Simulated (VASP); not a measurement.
Here is a VASP 6.6.1 calculation.

Contents of INCAR:

```
SYSTEM = Rb
PREC = Accurate
ENCUT = 600
EDIFF = 1E-7
ISMEAR = 0
SIGMA = 0.1
LREAL = .FALSE.
LASPH = .TRUE.
NELM = 60
ALGO = Normal
ISIF = 3
LWAVE = .FALSE.
LCHARG = .FALSE.
GGA = PE
IBRION = 2
NSW = 90
EDIFFG = -0.04
```

File KPOINTS:

```
regular mesh
0
G
  6 6 6
  0 0 0
```

The input POSCAR:

```
Rb
1.0
    2.9351565443      1.6946134208      7.0284195195
   -2.9351565443      1.6946134208      7.0284195195
    0.0000000000     -3.3892268419      7.0284195195
Rb
2
Direct
    0.0577000000      0.0577000000      0.0577000000
    0.9423000000      0.9423000000      0.9423000000
```

Potentials or basis: VASP PAW PBE potentials, release 64 (Rb_sv).

Launch:

```console
$ cat potpaw_PBE.64/Rb_sv/POTCAR > POTCAR
$ mpirun -np 1 vasp_std > vasp.out
```

(1) Estimate the band gap on the k mesh.

(2) What does it give for the relaxed cell?

(3) Predict the space group after relaxing (to 0.1 Å).

## Answers

(1) zero (bands 9 and 10 overlap by 2.08 eV).

(2) a = 9.203 Å, b = 9.203 Å, c = 9.203 Å, α = 31.67°, β = 31.67°, γ = 31.67°.

(3) R-3m (No. 166).

Caveat: a cell axis changed by over 15 % at a fixed basis, so the end point is rough.
